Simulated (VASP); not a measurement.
HfBO, 6 atoms in the cell. It takes space group P6_3/mmc (No. 194, hexagonal). Conventional cell: a = 3.527 Å, b = 3.527 Å, c = 9.732 Å, α = 90.00°, β = 90.00°, γ = 120.00°. Within 2.7 Å of Hf (site symmetry -6m2) lie 3 O at 2.04 Å and 2 B at 2.43 Å. B (site symmetry -3m) has 2 Hf at 2.43 Å and 6 O at 3.17 Å within 3.2 Å. O (site symmetry -6m2) has 3 Hf at 2.04 Å within 2.7 Å. The cell was generated, and may not be a known phase.

```yaml
Program: VASP 6.6.1
Task: relaxation of cell and atoms
Functional: PBE
Potentials_or_basis: VASP PAW PBE potentials, release 64 (Hf_pv, B, O)
Cutoff: 600 eV
k_mesh: 12 × 12 × 4
Occupations: gaussian, width 0.1 eV
Spin: no spin polarisation
Dipole_correction: no
Further_INCAR_settings: ALGO = Fast; EDIFF = 1e-06; IBRION = 2; EDIFFG = -0.01; NSW = 100; ISIF = 3
```

Potentials or basis: VASP PAW PBE potentials, release 64 (Hf_pv, B, O).

Launch:

```console
$ cat potpaw_PBE.64/Hf_pv/POTCAR potpaw_PBE.64/B/POTCAR potpaw_PBE.64/O/POTCAR > POTCAR
$ mpirun -np 1 vasp_std > vasp.out
```

Hardware: 1 thread of Oxide Virtual Turin-like Processor (shared host).

Question: How long does it take, and how much memory?

Answer: It took 14 min on 1 thread of Oxide Virtual Turin-like Processor (shared host), peak memory 0.33 GiB. Counts: scf iterations 64, k points 57, ion steps 5.
